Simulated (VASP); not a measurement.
# Sc3BN2: relaxation of cell and atoms with PBE

The system is Sc3BN2.

```
Sc B N
1.0
     4.54266    0.00000    0.00000
    -2.27133    3.93406    0.00000
     0.00000    0.00000    4.35953
Sc B N
3 1 2
Direct
  0.33333 0.66667 0.50000
  0.66667 0.33333 0.50000
  0.00000 0.00000 0.00000
  0.00000 0.00000 0.50000
  0.33333 0.66667 0.00000
  0.66667 0.33333 0.00000
```

The cell was generated, and may not be a known phase.

* Program: VASP 6.6.1
* Task: relaxation of cell and atoms
* Functional: PBE
* Potentials or basis: VASP PAW PBE potentials, release 64 (Sc_sv, B, N)
* Cutoff: 600 eV
* k mesh: 12 × 12 × 10
* Occupations: gaussian, width 0.1 eV
* Spin: no spin polarisation
* Dipole correction: no
* Further INCAR settings: ALGO = Normal; EDIFF = 1e-06; IBRION = 2; EDIFFG = -0.01; NSW = 100; ISIF = 3

```
Relaxed volume                        : 13.14 Å³/atom
Relaxed cell                          : a = 4.577 Å, b = 4.577 Å, c = 4.345 Å, α = 90.00°, β = 90.00°, γ = 120.00°
Space group after relaxing (to 0.1 Å) : P6/mmm (No. 191)
Energy gained by relaxing             : 0.6 meV/atom
Ionic steps                           : 5
Pressure after relaxing               : 0.0 GPa
Band gap on the k mesh                : zero (bands 23 and 24 overlap by 1.29 eV)
```

The path:
```tsv
step	energy change (eV)	largest force (eV/Å)	pressure (GPa)	volume (Å³)
1	0.0000	0.0000	0.70	77.91
2	-0.0027	0.0000	-0.05	78.56
3	-0.0029	0.0000	-0.36	78.83
4	-0.0036	0.0000	0.10	78.82
5	-0.0037	0.0000	-0.02	78.82
```

Final structure:
```
Sc B N
1.0
     4.57678    0.00000    0.00000
    -2.28839    3.96361    0.00000
     0.00000    0.00000    4.34519
Sc B N
3 1 2
Cartesian
  0.0000 2.6424 2.1726
  2.2884 1.3212 2.1726
  -2.2884 3.9636 0.0000
  -2.2884 3.9636 2.1726
  0.0000 2.6424 0.0000
  2.2884 1.3212 0.0000
```

Levels at points of the mesh, in eV from the Fermi level:
```csv
k point,band 20,band 21,band 22,band 23,band 24,band 25,band 26,band 27
"(0.00, 0.00, 0.00)",-1.95,-0.07,0.73,0.73,1.38,1.38,1.80,1.80
"(0.50, 0.00, 0.00)",-1.19,-0.69,0.00,0.18,0.28,0.33,0.59,2.52
"(0.00, 0.00, 0.50)",-2.15,-2.15,-1.38,-0.56,-0.56,1.85,1.85,3.27
"(0.50, 0.00, 0.50)",-1.78,-1.61,-0.90,-0.67,-0.32,0.43,1.39,3.11
```

Wall time 9.6 min on 1 thread of Intel(R) Xeon(R) 6975P-C (Granite Rapids), with other jobs on the host, peak memory 0.41 GiB.
